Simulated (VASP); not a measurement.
# TiN (Fm-3m) in VASP: further runs

The runs below take TiN through single point, with PBEsol.

All numbers are computed with VASP 6.6.1; they aren't measurements. Logs are shortened: lines on timing, memory, paths and dates and some standing lists are left out, and cuts for length are marked.

## (1) The cell of the first run

Symmetry: Fm-3m, No. 225, cubic system. Conventional cell: a = 4.089 Å, b = 4.089 Å, c = 4.089 Å, α = 90.00°, β = 90.00°, γ = 90.00°. Ti (site symmetry m-3m) has 6 N at 2.04 Å within 2.7 Å. Within 2.7 Å of N (site symmetry m-3m) lie 6 Ti at 2.04 Å.

## (2) Single point, PBEsol, collinear spin (8.54 Å³/atom)

Contents of INCAR:

```
SYSTEM = TiN
ALGO = Normal
EDIFF = 1E-7
ENCUT = 520
GGA = PS
ISIF = 2
ISMEAR = 0
ISPIN = 2
LASPH = .TRUE.
LCHARG = .FALSE.
LMAXMIX = 4
LORBIT = 11
LREAL = .FALSE.
LWAVE = .FALSE.
MAGMOM = 0.625 0
NBANDS = 20
NELM = 150
NUPDOWN = 0.625
PREC = Accurate
SIGMA = 0.15
```

Contents of KPOINTS:

```
k-points
0
G
  20 20 20
  0 0 0
```

Contents of POSCAR:

```
TiN
1.0
    0.0000000000      2.0443429201      2.0443429201
    2.0443429201      0.0000000000      2.0443429201
    2.0443429201      2.0443429201      0.0000000000
Ti N
1 1
Direct
    0.0000000000      0.0000000000      0.0000000000
    0.5000000000      0.5000000000      0.5000000000
```

Potentials or basis: VASP PAW PBE potentials, release 64 (Ti_sv, N).

Started as:

```
$ cat potpaw_PBE.64/Ti_sv/POTCAR potpaw_PBE.64/N/POTCAR > POTCAR
$ mpirun -np 1 vasp_std > vasp.out
```

OUTCAR:

```text
SYSTEM = TiN
   EDIFF = 1E-7
   ENCUT = 520
   GGA = PS
   ISIF = 2
   ISMEAR = 0
   ISPIN = 2
   LASPH = .TRUE.
   LORBIT = 11
   LREAL = .FALSE.
   NELM = 150
   NUPDOWN = 0.625
   PREC = Accurate

 ion  position               nearest neighbor table
   1  0.000  0.000  0.000-   2 2.04   2 2.04   2 2.04   2 2.04   2 2.04   2 2.04
   2  0.500  0.500  0.500-   1 2.04   1 2.04   1 2.04   1 2.04   1 2.04   1 2.04

  LATTYP: Found a face centered cubic cell.
 ALAT       =     4.0886858402

  Lattice vectors:

 A1 = (   0.0000000000,   2.0443429201,   2.0443429201)
 A2 = (   2.0443429201,   0.0000000000,   2.0443429201)
 A3 = (   2.0443429201,   2.0443429201,   0.0000000000)

Analysis of symmetry for initial positions (statically):
=====================================================================
 Subroutine PRICEL returns:
 Original cell was already a primitive cell.

 Routine SETGRP: Setting up the symmetry group for a
 face centered cubic supercell.

 Subroutine GETGRP returns: Found 48 space group operations
 (whereof 48 operations were pure point group operations)
 out of a pool of 48 trial point group operations.

The static configuration has the point symmetry O_h .

Analysis of symmetry for dynamics (positions and initial velocities):
=====================================================================
 Subroutine PRICEL returns:
 Original cell was already a primitive cell.

 Routine SETGRP: Setting up the symmetry group for a
 face centered cubic supercell.

 Subroutine GETGRP returns: Found 48 space group operations
 (whereof 48 operations were pure point group operations)
 out of a pool of 48 trial point group operations.

The dynamic configuration has the point symmetry O_h .

Analysis of structural, dynamic, and magnetic symmetry:
=====================================================================
 Subroutine PRICEL returns:
 Original cell was already a primitive cell.

 Routine SETGRP: Setting up the symmetry group for a
 face centered cubic supercell.

 Subroutine GETGRP returns: Found 48 space group operations
 (whereof 48 operations were pure point group operations)
 out of a pool of 48 trial point group operations.

The overall configuration has the point symmetry O_h .

 Subroutine INISYM returns: Found 48 space group operations
 (whereof 48 operations are pure point group operations),
 and found     1 'primitive' translations

----------------------------------------------------------------------------------------

                                     Primitive cell

  volume of cell :      17.0880

  direct lattice vectors                    reciprocal lattice vectors
     0.000000000  2.044342920  2.044342920    -0.244577363  0.244577363  0.244577363
     2.044342920  0.000000000  2.044342920     0.244577363 -0.244577363  0.244577363
     2.044342920  2.044342920  0.000000000     0.244577363  0.244577363 -0.244577363

  length of vectors
     2.891137484  2.891137484  2.891137484     0.423620419  0.423620419  0.423620419

  position of ions in fractional coordinates (direct lattice)
     0.000000000  0.000000000  0.000000000
     0.500000000  0.500000000  0.500000000

  ion indices of the primitive-cell ions
   primitive index   ion index
                 1           1
                 2           2

----------------------------------------------------------------------------------------

 KPOINTS: k-points

Automatic generation of k-mesh.
 Grid dimensions read from file:
 generate k-points for:   20   20   20

 Generating k-lattice:

  Cartesian coordinates                     Fractional coordinates (reciprocal lattice)
    -0.012228868  0.012228868  0.012228868     0.050000000  0.000000000  0.000000000
     0.012228868 -0.012228868  0.012228868     0.000000000  0.050000000  0.000000000
     0.012228868  0.012228868 -0.012228868     0.000000000  0.000000000  0.050000000

  Length of vectors
     0.021181021  0.021181021  0.021181021

  Shift w.r.t. Gamma in fractional coordinates (k-lattice)
     0.000000000  0.000000000  0.000000000

 Subroutine IBZKPT returns following result:
 ===========================================

 Found    256 irreducible k-points:

 Following reciprocal coordinates:
            Coordinates               Weight
  0.000000  0.000000  0.000000      1.000000
  0.050000  0.000000  0.000000      8.000000
  0.100000  0.000000  0.000000      8.000000
  0.150000  0.000000  0.000000      8.000000
  0.200000  0.000000  0.000000      8.000000
  0.250000  0.000000  0.000000      8.000000
[... 16 lines left out ...]
 -0.400000  0.050000  0.000000     24.000000
 -0.350000  0.050000  0.000000     24.000000
 [... further k-points ...]
   k-points           NKPTS =    256   k-points in BZ     NKDIM =    256   number of bands    NBANDS=     20
   number of dos      NEDOS =    301   number of ions     NIONS =      2
   total plane-waves  NPLWV =  13824
   dimension x,y,z NGX =    24 NGY =   24 NGZ =   24
   dimension x,y,z NGXF=    48 NGYF=   48 NGZF=   48
   ions per type =               1   1
   NGX,Y,Z   is equivalent  to a cutoff of  13.80, 13.80, 13.80 a.u.
   NGXF,Y,Z  is equivalent  to a cutoff of  27.60, 27.60, 27.60 a.u.
 SYSTEM =  TiN
   PREC   = accura    normal or accurate (medium, high low for compatibility)
   ISTART =      0    job   : 0-new  1-cont  2-samecut
   ICHARG =      2    charge: 1-file 2-atom 10-const
   ISPIN  =      2    spin polarized calculation?
   LNONCOLLINEAR =      F non collinear calculations
   LSORBIT =      F    spin-orbit coupling
   LASPH  =      T    aspherical Exc in radial PAW
   ENCUT  =  520.0 eV  38.22 Ry    6.18 a.u.   5.38  5.38  5.38*2*pi/ulx,y,z
   NELM   =    150;   NELMIN=  2; NELMDL= -5     # of ELM steps
   EDIFF  = 0.1E-06   stopping-criterion for ELM
   LREAL  =      F    real-space projection
   EDIFFG = 0.1E-05   stopping-criterion for IOM
   NSW    =      0    number of steps for IOM
   IBRION =     -1    ionic relax: 0-MD 1-quasi-New 2-CG
   NFREE  =      0    steps in history (QN), initial steepest desc. (CG)
   ISIF   =      2    stress and relaxation
   ISYM   =      2    0-nonsym 1-usesym 2-fastsym
   POTIM  = 0.5000    time-step for ionic-motion
   TEBEG  =    0.0;   TEEND  =   0.0 temperature during run
   PSTRESS=    0.0 pullay stress
   NELECT =      17.0000    total number of electrons
   NUPDOWN=       0.6250    fix difference up-down
   EMIN   =  10.00;   EMAX   =-10.00  energy-range for DOS
   EFERMI =   0.00;   METHOD = LEGACY
   ISMEAR =     0;   SIGMA  =   0.15  broadening in eV -4-tet -1-fermi 0-gaus
   EFERMI_NEDOS =   21; number of points for ismear=-14 and -15
   IALGO  =     38    algorithm
   IMIX   =      4    mixing-type and parameters
     AMIX     =   0.40;   BMIX     =  1.00
     AMIX_MAG =   1.60;   BMIX_MAG =  1.00
  volume/ion in A,a.u.               =       8.54        57.66
  Fermi-wavevector in a.u.,A,eV,Ry     =   1.634283  3.088348 36.339563  2.670883
  Thomas-Fermi vector in A             =   2.725948
   LORBIT       =     11    0 simple, 1 ext, 2 COOP (PROOUT), +10 PAW based schemes
   GGA     = PS    functional components
   LHFCALC =     F    Hartree Fock is set to
   AEXX    =    0.0000 exact exchange contribution
   IVDW    =     0    specifies the selected vdW correction
   LEPSILON=     F    determine dielectric tensor
   LRPA    =     F    only Hartree local field effects (RPA)
 spin polarized calculation
 Gauss-broadening in eV      SIGMA  =   0.15
  energy-cutoff  :      520.00
  volume of cell :       17.09
 maximum number of plane-waves:       477
 NGX is ok and might be reduce to    24
   NGX = 11   NGY = 11   NGZ = 11

 number of electron      17.0000003 magnetization       0.6250000

 Free energy of the ion-electron system (eV)
  ---------------------------------------------------
  ext. energy  EPLUGINS =         0.00000000
  ---------------------------------------------------
  free energy    TOTEN  =       -20.44126185 eV

  energy without entropy =      -20.43330595  energy(sigma->0) =      -20.43728390

 E-fermi :  12.0022     XC(G=0): -13.8308

 val. band max:       13.4091721502   @ k =  -0.2500   0.3500   0.1500
 cond. band min:      12.0058017670   @ k =   0.3500   0.2500   0.1000
 fundamental gap:     -1.4033703832
 Fermi energy:        13.4261809380

 spin component 1

 k-point     1 :       0.0000    0.0000    0.0000
  band No.  band energies     occupation
      1     -44.7363      1.00000
      2     -20.7194      1.00000
      3     -20.7194      1.00000
      4     -20.7194      1.00000
      5      -4.9313      1.00000
      6      10.6507      1.00000
[... 12 lines left out ...]
     19      41.8933      0.00000
     20      41.8933      0.00000

 k-point     2 :       0.0500    0.0000    0.0000
  band No.  band energies     occupation
      1     -44.7324      1.00000
      2     -20.7454      1.00000
      3     -20.7214      1.00000
      4     -20.7214      1.00000
      5      -4.8708      1.00000
      6      10.2841      1.00000
[... 12 lines left out ...]
     19      41.0109      0.00000
     20      41.0109      0.00000

 k-point     3 :       0.1000    0.0000    0.0000
  band No.  band energies     occupation
      1     -44.7210      1.00000
      2     -20.8200      1.00000
      3     -20.7271      1.00000
      4     -20.7271      1.00000
      5      -4.6933      1.00000
      6       9.5244      1.00000
[... 12 lines left out ...]
     19      39.9163      0.00000
     20      39.9163      0.00000

 k-point     4 :       0.1500    0.0000    0.0000
  band No.  band energies     occupation
      1     -44.7032      1.00000
      2     -20.9346      1.00000
      3     -20.7359      1.00000
      4     -20.7359      1.00000
      5      -4.4107      1.00000
      6       8.6282      1.00000
[... 429 lines left out ...]
 k-point    23 :      -0.4000    0.0500    0.0000
  band No.  band energies     occupation
      1     -44.5829      1.00000
      2     -21.6342      1.00000
      3     -20.8172      1.00000
      4     -20.7899      1.00000
      5      -2.1816      1.00000
      6       4.3598      1.00000
[... 12 lines left out ...]
     19      38.8600      0.00000
     20      40.6351      0.00000

 k-point    24 :      -0.3500    0.0500    0.0000
  band No.  band energies     occupation
      1     -44.5990      1.00000
      2     -21.5443      1.00000
      3     -20.8128      1.00000
      4     -20.7783      1.00000
      5      -2.5427      1.00000
      6       4.9013      1.00000
[... 12 lines left out ...]
     19      38.1461      0.00000
     20      40.1597      0.00000

 [... further k-points ...]

 spin component 2

 k-point     1 :       0.0000    0.0000    0.0000
  band No.  band energies     occupation
      1     -44.2959      1.00000
      2     -20.2764      1.00000
      3     -20.2764      1.00000
      4     -20.2764      1.00000
      5      -4.7536      1.00000
      6      10.7749      1.00000
[... 12 lines left out ...]
     19      42.1640      0.00000
     20      42.1640      0.00000

 k-point     2 :       0.0500    0.0000    0.0000
  band No.  band energies     occupation
      1     -44.2920      1.00000
      2     -20.3026      1.00000
      3     -20.2783      1.00000
      4     -20.2783      1.00000
      5      -4.6933      1.00000
      6      10.4544      1.00000
[... 12 lines left out ...]
     19      41.3348      0.00000
     20      41.3348      0.00000

 k-point     3 :       0.1000    0.0000    0.0000
  band No.  band energies     occupation
      1     -44.2806      1.00000
      2     -20.3782      1.00000
      3     -20.2840      1.00000
      4     -20.2840      1.00000
      5      -4.5165      1.00000
      6       9.7356      1.00000
[... 12 lines left out ...]
     19      40.2493      0.00000
     20      40.2493      0.00000

 k-point     4 :       0.1500    0.0000    0.0000
  band No.  band energies     occupation
      1     -44.2627      1.00000
      2     -20.4940      1.00000
      3     -20.2927      1.00000
      4     -20.2927      1.00000
      5      -4.2351      1.00000
      6       8.8592      1.00000
[... 429 lines left out ...]
 k-point    23 :      -0.4000    0.0500    0.0000
  band No.  band energies     occupation
      1     -44.1419      1.00000
      2     -21.2005      1.00000
      3     -20.3733      1.00000
      4     -20.3456      1.00000
      5      -2.0292      1.00000
      6       4.6304      1.00000
[... 12 lines left out ...]
     19      39.1496      0.00000
     20      40.9342      0.00000

 k-point    24 :      -0.3500    0.0500    0.0000
  band No.  band energies     occupation
      1     -44.1580      1.00000
      2     -21.1098      1.00000
      3     -20.3690      1.00000
      4     -20.3341      1.00000
      5      -2.3842      1.00000
      6       5.1646      1.00000
[... 12 lines left out ...]
     19      38.4480      0.00000
     20      40.4557      0.00000

 [... further k-points ...]

------------------------ aborting loop because EDIFF is reached ----------------------------------------

  FORCE on cell =-STRESS in cart. coord.  units (eV):
  Direction    XX          YY          ZZ          XY          YZ          ZX
  --------------------------------------------------------------------------------------
  -------------------------------------------------------------------------------------
  Total        3.6361931      3.6361931      3.6361931      0.0000000      0.0000000      0.0000000
  in kB      340.9308399    340.9308399    340.9308399      0.0000000      0.0000000      0.0000000
  external PRESSURE =     340.9308399 kB  Pullay stress =       0.0000000 kB

 VOLUME and BASIS-vectors are now :
 -----------------------------------------------------------------------------
  energy-cutoff  :      520.00
  volume of cell :       17.09
      direct lattice vectors                 reciprocal lattice vectors
     0.000000000  2.044342920  2.044342920    -0.244577363  0.244577363  0.244577363
     2.044342920  0.000000000  2.044342920     0.244577363 -0.244577363  0.244577363
     2.044342920  2.044342920  0.000000000     0.244577363  0.244577363 -0.244577363

 POSITION                                       TOTAL-FORCE (eV/Angst)
 -----------------------------------------------------------------------------------
      0.00000      0.00000      0.00000        -0.000000      0.000000     -0.000000
      2.04434      2.04434      2.04434         0.000000      0.000000      0.000000
 -----------------------------------------------------------------------------------
    total drift:                                0.000000     -0.000000     -0.000000

  FREE ENERGIE OF THE ION-ELECTRON SYSTEM (eV)
  ---------------------------------------------------
  free  energy   TOTEN  =       -20.4412618499 eV

  energy  without entropy=      -20.4333059502  energy(sigma->0) =      -20.43728390

 total charge

# of ion       s       p       d       tot
------------------------------------------
    1        2.212   6.300   2.132  10.643
    2        1.251   2.566   0.000   3.817
--------------------------------------------------
tot          3.463   8.866   2.132  14.461

 magnetization (x)

# of ion       s       p       d       tot
------------------------------------------
    1        0.004   0.004   0.459   0.467
    2        0.000   0.044   0.000   0.044
--------------------------------------------------
tot          0.005   0.048   0.459   0.511
```

Wall time 3.4 min (1 thread of Intel Xeon 8259CL, shared host); peak memory 0.26 GiB.

Results:

| Property | Result |
| --- | --- |
| Free energy | -20.4413 eV |
| Pressure | 34.1 GPa |
| Net moment | 0.62 μB per cell |
| Site moments | Ti +0.47; N +0.04 μB |
| Valence electrons inside the program's atomic spheres | Ti 10.64; N 3.82 |

Caveat: the cell stands under pressure; the PAW data sets were made with another functional, which shifts forces and pressure a little; the total moment is fixed, so each spin has its own Fermi level and the state may be an excited one.

(Continued in part 2 of 2.)
